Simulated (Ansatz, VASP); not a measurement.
# One calculation of PbO, two programs

```
CELL_PARAMETERS angstrom
3.92432 0.00000 0.00000
0.00000 3.92432 0.00000
0.00000 0.00000 4.94496
ATOMIC_POSITIONS crystal
Pb 0.50000 0.00000 0.23680
Pb 0.00000 0.50000 0.76320
O 0.00000 0.00000 0.00000
O 0.50000 0.50000 0.00000
```

Alike in both runs: task single point; functional PBEsol; k mesh 6 × 6 × 4; occupations gaussian, width 0.05 eV; non-collinear spin, spin-orbit coupling.

```csv
,VASP,Ansatz
version,VASP 6.6.1,Ansatz 0.2.0
potentials or method,"VASP PAW PBE potentials, release 64 (Pb_d, O), cutoff 520 eV","plane waves, PAW"
valence electrons in the cell,40,40
```

```csv
,VASP,Ansatz,Ansatz less VASP
pressure (GPa),4.1,3.9,-0.22
"traceless stress, the component that is largest in VASP (GPa)",-0.41,-0.29,+0.123
rms of the force components (eV/Å),0.258,0.240,-0.0181
net moment per atom (μB),0.00,0.00,0.000
```

VASP's potentials were made for PBE, not for PBEsol. Atom by atom the forces differ by 0.018 eV/Å (rms over components).
